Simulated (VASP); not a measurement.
# AgB2 (P1) in VASP: single point with PBE

Aim: the single point of AgB2 with PBE.

Everything below comes from runs of VASP 6.6.1. Logs are shortened: lines on timing, memory, paths and dates and some standing lists are left out, and cuts for length are marked.

## (1) The cell of the first run

The typed cell holds 12 atoms: a = 6.042 Å, b = 6.042 Å, c = 4.063 Å, α = 90.00°, β = 90.00°, γ = 120.00°.

## (2) Single point, PBE

INCAR reads:

```
SYSTEM = AgB2
ALGO = Normal
EDIFF = 1E-6
ENCUT = 520
GGA = PE
ISIF = 2
ISMEAR = 0
LASPH = .True.
LCHARG = .False.
LREAL = .False.
LWAVE = .False.
NBANDS = 46
NELM = 60
PREC = Accurate
SIGMA = 0.05
```

KPOINTS reads:

```
k-points
0
Gamma
  3 3 4
  0 0 0
```

POSCAR reads:

```
AgB2
1.0
    6.0417356077     -0.0000000001      0.0000000000
   -3.0208678038      5.2322965193      0.0000000000
    0.0000000000      0.0000000000      4.0627521784
Ag B
4 8
Direct
   -0.0085865517      0.0027953309      0.0089857807
    0.0018811571      0.4892152023     -0.0207516965
    0.5009004451     -0.0098696623     -0.0070321789
    0.5013563710      0.5021863708      0.0017529989
    0.1594020462      0.3419504215      0.5342080700
    0.3516696866      0.2015130443      0.4998552486
    0.1751194626      0.8628876409      0.4800359250
    0.3261442245      0.6732592442      0.5182801972
    0.6746433649      0.3564452040      0.5054014889
    0.8215474188      0.1743202047      0.4935910220
    0.6690091590      0.8469382390      0.5131474696
    0.8472695825      0.6923493320      0.5055949538
```

Potentials or basis: VASP PAW PBE potentials, release 64 (Ag, B).

Started as:

```
$ cat potpaw_PBE.64/Ag/POTCAR potpaw_PBE.64/B/POTCAR > POTCAR
$ mpirun -np 1 vasp_std > vasp.out
```

OUTCAR:

```text
SYSTEM = AgB2
   EDIFF = 1E-6
   ENCUT = 520
   GGA = PE
   ISIF = 2
   ISMEAR = 0
   LASPH = .True.
   LREAL = .False.
   NELM = 60
   PREC = Accurate

 ion  position               nearest neighbor table
   1  0.991  0.003  0.009-   7 2.56  12 2.59  12 2.61   5 2.62  11 2.63  11 2.65  10 2.66   7 2.74
                             6 2.75  10 2.75   5 2.78   6 2.80   2 2.91   3 2.93   4 2.99   4 3.05
   2  0.002  0.489  0.979-   5 2.41   8 2.53  10 2.57   9 2.58  10 2.66  12 2.69   9 2.75   5 2.76
                             8 2.77   7 2.82   7 2.82  12 2.85   1 2.91   4 2.98   3 3.02   3 3.02
   3  0.501  0.990  0.993-  11 2.54   8 2.55   7 2.62  10 2.64  10 2.64  11 2.67   7 2.70   8 2.70
                             9 2.76   6 2.76   6 2.80   9 2.83   1 2.93   4 2.95   2 3.02   2 3.02
   4  0.501  0.502  0.002-   6 2.56   6 2.58   5 2.61   9 2.62   9 2.64   8 2.67  11 2.68  12 2.71
                            12 2.73  11 2.75   8 2.77   5 2.81   3 2.95   2 2.98   1 2.99   1 3.05
   5  0.159  0.342  0.534-   8 1.73   6 1.75  10 1.78   2 2.41   4 2.61   1 2.62   2 2.76   1 2.78
                             4 2.81
   6  0.352  0.202  0.500-   9 1.69   5 1.75   7 1.77   4 2.56   4 2.58   1 2.75   3 2.76   3 2.80
                             1 2.80
   7  0.175  0.863  0.480-  12 1.72   6 1.77   8 1.79   1 2.56   3 2.62   3 2.70   1 2.74   2 2.82
                             2 2.82
   8  0.326  0.673  0.518-   5 1.73   7 1.79  11 1.79   2 2.53   3 2.55   4 2.67   3 2.70   4 2.77
                             2 2.77
   9  0.675  0.356  0.505-   6 1.69  10 1.73  12 1.76   2 2.58   4 2.62   4 2.64   2 2.75   3 2.76
                             3 2.83
  10  0.822  0.174  0.494-  11 1.72   9 1.73   5 1.78   2 2.57   3 2.64   3 2.64   1 2.66   2 2.66
                             1 2.75
  11  0.669  0.847  0.513-  10 1.72  12 1.74   8 1.79   3 2.54   1 2.63   1 2.65   3 2.67   4 2.68
                             4 2.75
  12  0.847  0.692  0.506-   7 1.72  11 1.74   9 1.76   1 2.59   1 2.61   2 2.69   4 2.71   4 2.73
                             2 2.85

  LATTYP: Found a hexagonal cell.
 ALAT       =     6.0417356077
 C/A-ratio  =     0.6724478597

  Lattice vectors:

 A1 = (   6.0417356077,  -0.0000000001,   0.0000000000)
 A2 = (  -3.0208678038,   5.2322965193,   0.0000000000)
 A3 = (   0.0000000000,   0.0000000000,   4.0627521784)

Analysis of symmetry for initial positions (statically):
=====================================================================
 Subroutine PRICEL returns:
 Original cell was already a primitive cell.

 Routine SETGRP: Setting up the symmetry group for a
 hexagonal supercell.

 Subroutine GETGRP returns: Found  1 space group operations
 (whereof  1 operations were pure point group operations)
 out of a pool of 24 trial point group operations.

The static configuration has the point symmetry C_1 .

Analysis of symmetry for dynamics (positions and initial velocities):
=====================================================================
 Subroutine PRICEL returns:
 Original cell was already a primitive cell.

 Routine SETGRP: Setting up the symmetry group for a
 hexagonal supercell.

 Subroutine GETGRP returns: Found  1 space group operations
 (whereof  1 operations were pure point group operations)
 out of a pool of 24 trial point group operations.

The dynamic configuration has the point symmetry C_1 .

 Subroutine INISYM returns: Found  1 space group operations
 (whereof  1 operations are pure point group operations),
 and found     1 'primitive' translations

----------------------------------------------------------------------------------------

                                     Primitive cell

  volume of cell :     128.4323

  direct lattice vectors                    reciprocal lattice vectors
     6.041735608 -0.000000000  0.000000000     0.165515353  0.095560333  0.000000000
    -3.020867804  5.232296519  0.000000000     0.000000000  0.191120667  0.000000000
     0.000000000  0.000000000  4.062752178     0.000000000  0.000000000  0.246138567

  length of vectors
     6.041735608  6.041735608  4.062752178     0.191120667  0.191120667  0.246138567

  position of ions in fractional coordinates (direct lattice)
     0.991413448  0.002795331  0.008985781
     0.001881157  0.489215202  0.979248304
     0.500900445  0.990130338  0.992967821
     0.501356371  0.502186371  0.001752999
     0.159402046  0.341950422  0.534208070
     0.351669687  0.201513044  0.499855249
     0.175119463  0.862887641  0.480035925
[... 34 lines left out ...]
     0.000000000  0.000000000  0.061534642     0.000000000  0.000000000  0.250000000

  Length of vectors
     0.063706889  0.063706889  0.061534642

  Shift w.r.t. Gamma in fractional coordinates (k-lattice)
     0.000000000  0.000000000  0.000000000

 Subroutine IBZKPT returns following result:
 ===========================================

 Found     19 irreducible k-points:

 Following reciprocal coordinates:
            Coordinates               Weight
  0.000000  0.000000  0.000000      1.000000
  0.333333 -0.000000  0.000000      2.000000
  0.000000  0.333333  0.000000      2.000000
 -0.333333  0.333333  0.000000      2.000000
  0.333333  0.333333  0.000000      2.000000
  0.000000  0.000000  0.250000      2.000000
[... 11 lines left out ...]
 -0.333333  0.333333  0.500000      2.000000
  0.333333  0.333333  0.500000      2.000000
   k-points           NKPTS =     19   k-points in BZ     NKDIM =     19   number of bands    NBANDS=     46
   number of dos      NEDOS =    301   number of ions     NIONS =     12
   total plane-waves  NPLWV =  69120
   dimension x,y,z NGX =    48 NGY =   48 NGZ =   30
   dimension x,y,z NGXF=    96 NGYF=   96 NGZF=   60
   ions per type =               4   8
   NGX,Y,Z   is equivalent  to a cutoff of  13.21, 13.21, 12.28 a.u.
   NGXF,Y,Z  is equivalent  to a cutoff of  26.42, 26.42, 24.55 a.u.
 SYSTEM =  AgB2
   PREC   = accura    normal or accurate (medium, high low for compatibility)
   ISTART =      0    job   : 0-new  1-cont  2-samecut
   ICHARG =      2    charge: 1-file 2-atom 10-const
   ISPIN  =      1    spin polarized calculation?
   LNONCOLLINEAR =      F non collinear calculations
   LSORBIT =      F    spin-orbit coupling
   LASPH  =      T    aspherical Exc in radial PAW
   ENCUT  =  520.0 eV  38.22 Ry    6.18 a.u.  11.23 11.23  7.55*2*pi/ulx,y,z
   NELM   =     60;   NELMIN=  2; NELMDL= -5     # of ELM steps
   EDIFF  = 0.1E-05   stopping-criterion for ELM
   LREAL  =      F    real-space projection
   EDIFFG = 0.1E-04   stopping-criterion for IOM
   NSW    =      0    number of steps for IOM
   IBRION =     -1    ionic relax: 0-MD 1-quasi-New 2-CG
   NFREE  =      0    steps in history (QN), initial steepest desc. (CG)
   ISIF   =      2    stress and relaxation
   ISYM   =      2    0-nonsym 1-usesym 2-fastsym
   POTIM  = 0.5000    time-step for ionic-motion
   TEBEG  =    0.0;   TEEND  =   0.0 temperature during run
   PSTRESS=    0.0 pullay stress
   NELECT =      68.0000    total number of electrons
   NUPDOWN=      -1.0000    fix difference up-down
   EMIN   =  10.00;   EMAX   =-10.00  energy-range for DOS
   EFERMI =   0.00;   METHOD = LEGACY
   ISMEAR =     0;   SIGMA  =   0.05  broadening in eV -4-tet -1-fermi 0-gaus
   EFERMI_NEDOS =   21; number of points for ismear=-14 and -15
   IALGO  =     38    algorithm
   IMIX   =      4    mixing-type and parameters
     AMIX     =   0.40;   BMIX     =  1.00
     AMIX_MAG =   1.60;   BMIX_MAG =  1.00
  volume/ion in A,a.u.               =      10.70        72.23
  Fermi-wavevector in a.u.,A,eV,Ry     =   1.324402  2.502756 23.865155  1.754039
  Thomas-Fermi vector in A             =   2.453939
   LORBIT       =      0    0 simple, 1 ext, 2 COOP (PROOUT), +10 PAW based schemes
   GGA     = PE    functional components
   LHFCALC =     F    Hartree Fock is set to
   AEXX    =    0.0000 exact exchange contribution
   IVDW    =     0    specifies the selected vdW correction
   LEPSILON=     F    determine dielectric tensor
   LRPA    =     F    only Hartree local field effects (RPA)
 non-spin polarized calculation
 Gauss-broadening in eV      SIGMA  =   0.05
  energy-cutoff  :      520.00
  volume of cell :      128.43
 maximum number of plane-waves:      3495
 NGX is ok and might be reduce to    48
   NGX = 23   NGY = 23   NGZ = 15

 number of electron      67.9999997 magnetization

 Free energy of the ion-electron system (eV)
  ---------------------------------------------------
  ext. energy  EPLUGINS =         0.00000000
  ---------------------------------------------------
  free energy    TOTEN  =       -57.88215621 eV

  energy without entropy =      -57.87753597  energy(sigma->0) =      -57.87984609

 E-fermi :   6.9286     XC(G=0): -11.9946

 val. band max:        6.9181982519   @ k =   0.3333  -0.0000   0.5000
 cond. band min:       6.9628309645   @ k =   0.0000   0.3333   0.5000
 fundamental gap:      0.0446327125
 Fermi energy:         6.9286487592

 k-point     1 :       0.0000    0.0000    0.0000
  band No.  band energies     occupation
      1      -5.0222      2.00000
      2      -1.1265      2.00000
      3      -1.0397      2.00000
      4      -0.9787      2.00000
      5      -0.8233      2.00000
      6      -0.7359      2.00000
[... 920 lines left out ...]
     45      15.7100      0.00000
     46      15.7699      0.00000

------------------------ aborting loop because EDIFF is reached ----------------------------------------

  FORCE on cell =-STRESS in cart. coord.  units (eV):
  Direction    XX          YY          ZZ          XY          YZ          ZX
  --------------------------------------------------------------------------------------
  -------------------------------------------------------------------------------------
  Total        0.8227130      1.0347756      0.4563382      0.1042643      0.2135232     -0.1722879
  in kB       10.2632413     12.9086961      5.6927616      1.3006841      2.6636755     -2.1492694
  external PRESSURE =       9.6215663 kB  Pullay stress =       0.0000000 kB

 VOLUME and BASIS-vectors are now :
 -----------------------------------------------------------------------------
  energy-cutoff  :      520.00
  volume of cell :      128.43
      direct lattice vectors                 reciprocal lattice vectors
     6.041735608 -0.000000000  0.000000000     0.165515353  0.095560333  0.000000000
    -3.020867804  5.232296519  0.000000000     0.000000000  0.191120667  0.000000000
     0.000000000  0.000000000  4.062752178     0.000000000  0.000000000  0.246138567

 POSITION                                       TOTAL-FORCE (eV/Angst)
 -----------------------------------------------------------------------------------
      5.98141      0.01463      0.03651         0.306921     -0.122496     -0.042610
     -1.46649      2.55972      3.97844        -0.288673      0.227515      0.622622
      0.03526      5.18066      4.03418        -0.303605      0.069595      0.159472
      1.51202      2.62759      0.00712         0.162815     -0.129973      0.338484
     -0.06992      1.78919      2.17036         0.110188      0.060905     -0.706623
      1.51595      1.05438      2.03079        -0.545567     -0.807319      0.066390
     -1.54864      4.51488      1.95027         0.301855     -0.080260      0.323927
     -0.06335      3.52269      2.10564         0.145881      0.578427     -0.341935
      2.99924      1.86503      2.05332         0.164556      0.341559     -0.368230
      4.43697      0.91210      2.00534         0.453262      0.359204      0.335191
      1.48349      4.43143      2.08479        -0.256341     -0.117435     -0.152816
      3.02748      3.62258      2.05411        -0.251291     -0.379722     -0.233872
 -----------------------------------------------------------------------------------
    total drift:                                0.000199      0.000118      0.000106

  FREE ENERGIE OF THE ION-ELECTRON SYSTEM (eV)
  ---------------------------------------------------
  free  energy   TOTEN  =       -57.8821562104 eV

  energy  without entropy=      -57.8775359687  energy(sigma->0) =      -57.87984609
```

It took 3.1 min on 1 thread of AMD EPYC 7R13, shared host; peak memory 0.26 GiB.

Results:

```yaml
Free_energy: -57.8822 eV
Pressure: 1.0 GPa
Largest_force: 0.977 eV/Å
Band_gap_on_the_k_mesh: zero (bands 34 and 35 overlap by 2.10 eV)
```

Forces in eV/Å, atoms in the order of the input:
```
Ag   0.307 -0.122 -0.043
Ag  -0.289  0.228  0.623
Ag  -0.304  0.070  0.159
Ag   0.163 -0.130  0.338
B    0.110  0.061 -0.707
B   -0.546 -0.807  0.066
B    0.302 -0.080  0.324
B    0.146  0.578 -0.342
B    0.165  0.342 -0.368
B    0.453  0.359  0.335
B   -0.256 -0.117 -0.153
B   -0.251 -0.380 -0.234
```

Caveat: the k points lie up to 0.40 Å⁻¹ apart, too coarse for converged energies and pressures of a metal; the atoms stand as in a frame of molecular dynamics.
